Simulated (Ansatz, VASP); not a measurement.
Al in VASP and in Ansatz

The input INCAR:

```
PREC = Accurate
ENCUT = 520
EDIFF = 1E-7
ISMEAR = 0
SIGMA = 0.15
LREAL = F
LASPH = T
NELM = 80
ALGO = Fast
ISIF = 2
LWAVE = F
LCHARG = F
GGA = PS
NBANDS = 8
```

Contents of KPOINTS:

```
regular mesh
0
Gamma
  14 14 14
```

POSCAR

```
Al
1.0
   -1.6064390039      1.6064390039      1.6064390039
    1.6064390039     -1.6064390039      1.6064390039
    1.6064390039      1.6064390039     -1.6064390039
Al
1
Direct
    0.0000000000      0.0000000000      0.0000000000
```

Input for Ansatz:

```yaml
crystal:
  lattice:
    - [-1.6064390039, 1.6064390039, 1.6064390039]
    - [1.6064390039, -1.6064390039, 1.6064390039]
    - [1.6064390039, 1.6064390039, -1.6064390039]
  atoms:
    - { symbol: Al, position: [0.0, 0.0, 0.0] }
basis:
  ecutwfc: 420
kpoints:
  mp_grid: { grid: [14, 14, 14] }
hamiltonian:
  xc: pbesol
scf:
  occupations: { method: gaussian, width: 0.15 }
output:
  forces: true
  stress: true
  eigenvalues: true
```

Alike in both runs: task single point; functional PBEsol; k mesh 14 × 14 × 14; occupations gaussian, width 0.15 eV; no spin polarisation.

```csv
,VASP,Ansatz
version,VASP 6.6.1,Ansatz 0.2.0
potentials or method,"VASP PAW PBE potentials, release 64 (Al), cutoff 520 eV","scalar-relativistic, plane waves, PAW"
valence electrons in the cell,3,3
```

|  | VASP | Ansatz | Ansatz less VASP |
| --- | --- | --- | --- |
| gap on the k mesh at the Fermi level (eV) | none | none | - |
| pressure (GPa) | 0.2 | 0.1 | -0.06 |

VASP's potentials were made for PBE, not for PBEsol. A gap of «none» marks a metal or a gap that the smearing closes. With one functional, cell and mesh, what is left measures potentials, basis and numerics.
